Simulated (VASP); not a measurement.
# AlN (F-43m) in VASP: a series of runs, part 2 of 2

VASP 6.6.1. Earlier steps stand in the parts before.

### 3 Relaxation of cell and atoms, PBEsol+D4

Contents of INCAR:

```
ALGO = Normal
EDIFF = 1E-6
EDIFFG = -0.01
ENCUT = 600
GGA = PS
IBRION = 2
ISIF = 3
ISMEAR = -1
IVDW = 13
LASPH = T
LCHARG = F
LREAL = F
LWAVE = F
NELM = 60
NSW = 60
PREC = Accurate
SIGMA = 0.05
```

Contents of KPOINTS:

```
k-points
0
Gamma
  10 10 10
```

Contents of POSCAR:

```
AlN
1.0
    0.0000000000      2.1839935596      2.1839935596
    2.1839935596      0.0000000000      2.1839935596
    2.1839935596      2.1839935596      0.0000000000
Al N
1 1
Direct
    0.0000000000      0.0000000000      0.0000000000
    0.2500000000      0.2500000000      0.2500000000
```

Potentials or basis: VASP PAW PBE potentials, release 64 (Al, N).

On the command line:

```bash
> cat potpaw_PBE.64/Al/POTCAR potpaw_PBE.64/N/POTCAR > POTCAR
> mpirun -np 1 vasp_std > vasp.out
```

Run time: 27 s. Hardware: 1 thread of Intel Xeon 6975P-C, shared host; peak memory 0.15 GiB.

Results (log left out):

- Free energy: -15.9613 eV
- Relaxed volume: 10.35 Å³/atom
- Relaxed cell: a = 3.082 Å, b = 3.082 Å, c = 3.082 Å, α = 60.00°, β = 60.00°, γ = 60.00°
- Space group after relaxing (to 0.05 Å): F-43m (No. 216)
- Energy gained by relaxing: 0.3 meV/atom
- Ionic steps: 4
- Pressure after relaxing: 0.0 GPa
- Band gap on the k mesh: 3.19 eV, indirect (least direct gap 4.19 eV)
- Dispersion energy per atom: -0.175 eV

Step by step:
```
step  energy change (eV)  largest force (eV/Å)  pressure (GPa)  volume (Å³)
   1              0.0000                0.0000           -1.42        20.83
   2             -0.0005                0.0000            1.35        20.56
   3             -0.0006                0.0000            0.35        20.66
   4             -0.0006                0.0000            0.00        20.69
```

Final structure:
```
CELL_PARAMETERS angstrom
0.00000 2.17896 2.17896
2.17896 0.00000 2.17896
2.17896 2.17896 0.00000
ATOMIC_POSITIONS crystal
Al 0.00000 0.00000 0.00000
N 0.25000 0.25000 0.25000
```

Levels at points of the mesh, in eV from the valence-band top:
```
           k point  band 2  band 3  band 4  band 5  band 6  band 7
(0.00, 0.00, 0.00)    0.00    0.00    0.00    4.19   12.54   12.54
(0.50, 0.00, 0.00)   -5.94   -0.48   -0.48    7.35    9.81   11.08
(0.50, 0.50, 0.00)   -4.97   -1.80   -1.80    3.19    8.52   13.97
```

Caveat: the PAW data sets were made with another functional, which shifts forces and pressure a little. A k mesh can miss the band edges.

### 4 Relaxation of cell and atoms, RPBE+D3(BJ)

Contents of INCAR:

```
SYSTEM = AlN
PREC = Accurate
ENCUT = 600
EDIFF = 1E-6
ISMEAR = -1
SIGMA = 0.05
LREAL = .False.
LASPH = .True.
NELM = 60
ALGO = Normal
ISIF = 3
LWAVE = .False.
LCHARG = .False.
GGA = RP
IVDW = 12
IBRION = 2
NSW = 60
EDIFFG = -0.01
```

Contents of KPOINTS:

```
regular mesh
0
Gamma
  10 10 10
  0 0 0
```

POSCAR is that of step 3.

On the command line:

```bash
> cat potpaw_PBE.64/Al/POTCAR potpaw_PBE.64/N/POTCAR > POTCAR
> mpirun -np 1 vasp_std > vasp.out
```

Run time: 25 s. Hardware: 1 thread of Intel Xeon 6975P-C, shared host; peak memory 0.17 GiB.

It converged, with:

| Item | Value |
| --- | --- |
| Free energy | -16.4276 eV |
| Relaxed volume | 9.76 Å³/atom |
| Relaxed cell | a = 3.022 Å, b = 3.022 Å, c = 3.022 Å, α = 60.00°, β = 60.00°, γ = 60.00° |
| Space group after relaxing (to 0.05 Å) | F-43m (No. 216) |
| Energy gained by relaxing | 29.3 meV/atom |
| Ionic steps | 5 |
| Pressure after relaxing | -0.1 GPa |
| Band gap on the k mesh | 3.39 eV, indirect (least direct gap 4.82 eV) |
| Dispersion energy per atom | -1.220 eV |

The path:
```tsv
step	energy change (eV)	largest force (eV/Å)	pressure (GPa)	volume (Å³)
1	0.0000	0.0000	-13.40	20.83
2	-0.0001	0.0000	16.64	18.32
3	-0.0586	0.0000	-0.18	19.52
4	-0.0586	0.0000	0.17	19.49
5	-0.0586	0.0000	-0.14	19.52
```

Final structure:
```
Al N
1.0
     0.00000    2.13708    2.13708
     2.13708    0.00000    2.13708
     2.13708    2.13708    0.00000
Al N
1 1
Direct
  0.00000 0.00000 0.00000
  0.25000 0.25000 0.25000
```

Levels at points of the mesh, in eV from the valence-band top:
| k point | band 1 | band 2 | band 3 | band 4 | band 5 | band 6 | band 7 | band 8 |
| --- | --- | --- | --- | --- | --- | --- | --- | --- |
| (0.00, 0.00, 0.00) | -15.41 | 0.00 | 0.00 | 0.00 | 4.82 | 13.33 | 13.33 | 13.33 |
| (0.50, 0.00, 0.00) | -13.19 | -6.10 | -0.48 | -0.48 | 8.07 | 10.38 | 11.64 | 11.64 |
| (0.50, 0.50, 0.00) | -12.50 | -5.07 | -1.83 | -1.83 | 3.39 | 9.12 | 15.02 | 16.69 |

Caveat: the PAW data sets were made with another functional, which shifts forces and pressure a little. As with any semilocal functional, this RPBE gap is likely too small.

### 5 Single point, PBE-based screened hybrid

POSCAR is that of step 4.

Contents of INCAR.step1:

```
SYSTEM = AlN
  ALGO = Normal
  EDIFF = 1E-5
  ENCUT = 520
  GGA = PE
  ISIF = 2
  ISMEAR = -1
  LASPH = .TRUE.
  LREAL = .FALSE.
  LWAVE = .TRUE.
  NBANDS = 11
  NELM = 60
  PREC = Accurate
  SIGMA = 0.05
```

Contents of INCAR.step2:

```
SYSTEM = AlN
  AEXX = 0.1
  ALGO = Normal
  EDIFF = 1E-6
  ENCUT = 520
  GGA = PE
  HFSCREEN = 0.2078699
  ISIF = 2
  ISMEAR = -1
  ISTART = 1
  LASPH = .TRUE.
  LCHARG = .TRUE.
  LELF = .TRUE.
  LHFCALC = .TRUE.
  LREAL = .FALSE.
  LVHAR = .TRUE.
  LWAVE = .FALSE.
  NBANDS = 11
  NELM = 60
  PREC = Accurate
  PRECFOCK = Normal
  SIGMA = 0.05
```

Contents of KPOINTS:

```
k-points
0
G
  6 6 6
  0 0 0
```

Potentials or basis: VASP PAW PBE potentials, release 64 (Al, N).

On the command line:

```bash
> cat potpaw_PBE.64/Al/POTCAR potpaw_PBE.64/N/POTCAR > POTCAR
> cp INCAR.step1 INCAR
> mpirun -np 1 vasp_std > vasp.out
> cp INCAR.step2 INCAR
> mpirun -np 1 vasp_std > vasp.out
```

OUTCAR:

```text
SYSTEM = AlN
   AEXX = 0.1
   EDIFF = 1E-6
   ENCUT = 520
   GGA = PE
   HFSCREEN = 0.2078699
   ISIF = 2
   ISMEAR = -1
   ISTART = 1
   LASPH = .TRUE.
   LHFCALC = .TRUE.
   LREAL = .FALSE.
   NELM = 60
   PREC = Accurate
   PRECFOCK = Normal

 ion  position               nearest neighbor table
   1  0.000  0.000  0.000-   2 1.89   2 1.89   2 1.89   2 1.89
   2  0.250  0.250  0.250-   1 1.89   1 1.89   1 1.89   1 1.89

  LATTYP: Found a face centered cubic cell.
 ALAT       =     4.3679871192

[... 409 lines left out ...]
------------------------ aborting loop because EDIFF is reached ----------------------------------------

  FORCE on cell =-STRESS in cart. coord.  units (eV):
  Direction    XX          YY          ZZ          XY          YZ          ZX
  --------------------------------------------------------------------------------------
  -------------------------------------------------------------------------------------
  Total        0.3279163      0.3279163      0.3279163      0.0000000      0.0000000      0.0000000
  in kB       25.2167743     25.2167743     25.2167743      0.0000000      0.0000000      0.0000000
  external PRESSURE =      25.2167743 kB  Pullay stress =       0.0000000 kB

 VOLUME and BASIS-vectors are now :
 -----------------------------------------------------------------------------
  energy-cutoff  :      520.00
  volume of cell :       20.83
      direct lattice vectors                 reciprocal lattice vectors
     0.000000000  2.183993560  2.183993560    -0.228938404  0.228938404  0.228938404
     2.183993560  0.000000000  2.183993560     0.228938404 -0.228938404  0.228938404
     2.183993560  2.183993560  0.000000000     0.228938404  0.228938404 -0.228938404

 POSITION                                       TOTAL-FORCE (eV/Angst)
 -----------------------------------------------------------------------------------
      0.00000      0.00000      0.00000         0.000000      0.000000     -0.000000
      1.09200      1.09200      1.09200        -0.000000     -0.000000      0.000000
 -----------------------------------------------------------------------------------
    total drift:                               -0.000000     -0.000001     -0.000000

  FREE ENERGIE OF THE ION-ELECTRON SYSTEM (eV)
  ---------------------------------------------------
  free  energy   TOTEN  =       -15.8470488478 eV

  energy  without entropy=      -15.8470488478  energy(sigma->0) =      -15.84704885
```

It took 3.9 min on 1 thread of Intel Xeon Platinum 8375C at 2.90GHz (Ice Lake), shared host; peak memory 0.24 GiB.

What came out:

```
Free energy            : -15.8470 eV
Pressure               : 2.5 GPa
Band gap on the k mesh : 3.80 eV, indirect (least direct gap 4.73 eV)
```

Levels at points of the mesh, in eV from the valence-band top:
```
           k point  band 1  band 2  band 3  band 4  band 5  band 6  band 7  band 8
(0.00, 0.00, 0.00)  -15.58    0.00    0.00    0.00    4.73   13.23   13.23   13.23
(0.50, 0.00, 0.00)  -13.48   -6.06   -0.50   -0.50    7.97   10.57   11.78   11.78
(0.50, 0.50, 0.00)  -12.83   -5.08   -1.85   -1.85    3.80    9.20   14.81   16.57
```

Caveat: the PAW data sets were made with another functional, which shifts forces and pressure a little.

### 6 Summary

```tsv
task	level	cell	k mesh	cutoff (eV)	grid for exact exchange (PRECFOCK)	share of exact exchange	screening parameter	gap on the mesh (eV)	pressure (GPa)	relaxed volume (Å³/atom)
relaxation of cell and atoms	PBEsol+D3(BJ)	relaxed	10 × 10 × 10	600	-	-	-	3.19	0.0	10.30
relaxation of cell and atoms	PBEsol+D4	relaxed	10 × 10 × 10	600	-	-	-	3.19	0.0	10.35
relaxation of cell and atoms	RPBE+D3(BJ)	relaxed	10 × 10 × 10	600	-	-	-	3.39	-0.1	9.76
single point	PBE-based screened hybrid	as given	6 × 6 × 6	520	Normal	0.1	0.20787 1/Å	3.80	2.5	-
```

Alike in all rows: potentials or basis VASP PAW PBE potentials, release 64 (Al, N); no spin polarisation; smearing fermi-dirac 0.05 eV.

Caveats: the PAW data sets were made with another functional, which shifts forces and pressure a little.

Absolute energies hang on the potentials; compare differences alone.
